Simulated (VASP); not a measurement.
Runs of VASP 6.6.1 on MgO. The structure is that of space group Fm-3m (No. 225), or close to it. The cells are those of the table. 

| cell | gap on the mesh (eV) | pressure (GPa) |
| --- | --- | --- |
| a = 3.006 Å, angles 60.0°, 2 atoms | (b) | -4.7 |
| a = 2.394 Å, angles 60.0°, 2 atoms | (a) | 417.3 |
| a = 2.579 Å, angles 60.0°, 2 atoms | 8.93 | 170.8 |
| a = 2.454 Å, angles 60.0°, 2 atoms | 8.66 | 315.9 |
| a = 2.874 Å, angles 60.0°, 2 atoms | 5.74 | 20.8 |
| a = 2.977 Å, angles 60.0°, 2 atoms | 4.65 | -0.3 |
| a = 2.347 Å, angles 60.0°, 2 atoms | 8.27 | 516.6 |
| a = 2.511 Å, angles 60.0°, 2 atoms | 8.81 | 240.2 |
| a = 2.764 Å, angles 60.0°, 2 atoms | 7.14 | 56.9 |
| a = 2.668 Å, angles 60.0°, 2 atoms | 8.56 | 104.8 |

Alike in all rows: task single point; level PBEsol; potentials or basis VASP PAW PBE potentials, release 64 (Mg, O); no spin polarisation; k mesh 10 × 10 × 10; cutoff (eV) 600; smearing gaussian 0.01 eV.

Problem. Fill in the values left out.

Solution. (a) 8.46; (b) 4.37.

Caveats: the PAW data sets were made with another functional, which shifts forces and pressure a little; the cell stands under pressure (at least some runs); the cell stands under tension (at least some runs).

A k mesh can miss the band edges.
